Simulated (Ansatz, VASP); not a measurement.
# Ga in VASP and in Ansatz

```
CELL_PARAMETERS angstrom
1.43550 -4.02435 0.00000
1.43550 4.02435 0.00000
0.00000 0.00000 3.17000
ATOMIC_POSITIONS crystal
Ga 0.86700 0.13300 0.25000
Ga 0.13300 0.86700 0.75000
```

Change from the starting cell: equal xx and yy strain of -1 %, PAW files.

Alike in both runs: task electric field gradients; functional LDA; k mesh 12 × 12 × 10; occupations fermi-dirac, width 0.08 eV; no spin polarisation.

|  | VASP | Ansatz |
| --- | --- | --- |
| version | VASP 6.6.1 | Ansatz 0.2.0 |
| potentials or method | VASP PAW LDA potentials, release 64 (Ga_d) | PAW with Ansatz's default frozen-core files, scalar-relativistic |
| plane-wave cutoff (eV) | 520 | 420 |
| valence electrons in the cell | 26 | 26 |

|  | VASP | Ansatz | Ansatz less VASP |
| --- | --- | --- | --- |
| pressure (GPa) | -2.9 | -3.0 | -0.11 |
| traceless stress, the component that is largest in VASP (GPa) | -2.13 | -2.12 | +0.016 |
| rms of the force components (eV/Å) | 0.109 | 0.108 | -0.0014 |
| size of Vzz on the site where it differs most (V/Å²) | 27.8 | 28.6 | +0.73 |

LDA's correlation is that of Perdew and Zunger in VASP and of Perdew and Wang (1992) in Ansatz. Atom by atom the forces differ by 0.001 eV/Å (rms over components).
